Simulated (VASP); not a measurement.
Runs of VASP 6.6.1 on Y. The structure is that of space group Im-3m (No. 229), or close to it. The cells are those of the table. This isn't the form of Y at room conditions, which is hcp.

| task | cell | gap on the mesh (eV) | pressure (GPa) |
| --- | --- | --- | --- |
| relaxation of cell and atoms | relaxed to 45 GPa from a = 3.499 Å, angles 109.5°, 1 atom | none | 45.1 |
| single point | a = 3.494 Å, angles 109.5°, 1 atom | none | 0.1 |
| relaxation of cell and atoms | relaxed to 30 GPa from a = 3.499 Å, angles 109.5°, 1 atom | none | 30.0 |
| relaxation of cell and atoms | relaxed to 15 GPa from a = 3.499 Å, angles 109.5°, 1 atom | none | 14.9 |
| single point | a = 3.198 Å, angles 109.5°, 1 atom | none | 14.6 |
| relaxation of cell and atoms | relaxed from a = 3.499 Å, angles 109.5°, 1 atom | none | -0.1 |
| single point | a = 2.932 Å, angles 109.5°, 1 atom | none | (a) |
| single point | a = 3.046 Å, angles 109.5°, 1 atom | none | 29.8 |

Alike in all rows: level PBE; potentials or basis VASP PAW PBE potentials, release 64 (Y_sv); no spin polarisation; k mesh 7 × 7 × 7; cutoff (eV) 500; smearing methfessel-paxton 0.1 eV.

Q: Estimate the missing entries.

A: (a) 44.5.

Caveats: some runs use coarse meshes; the cell is relaxed towards a set pressure, so the run minimises the enthalpy, not the energy (at least some runs); the cell stands under pressure (at least some runs); the relaxation stopped at its first step, so nothing moved (at least some runs).

A k mesh can miss the band edges, and the runs leave out spin-orbit coupling on Y.

A gap of «none» marks levels without a gap at the run's occupations.
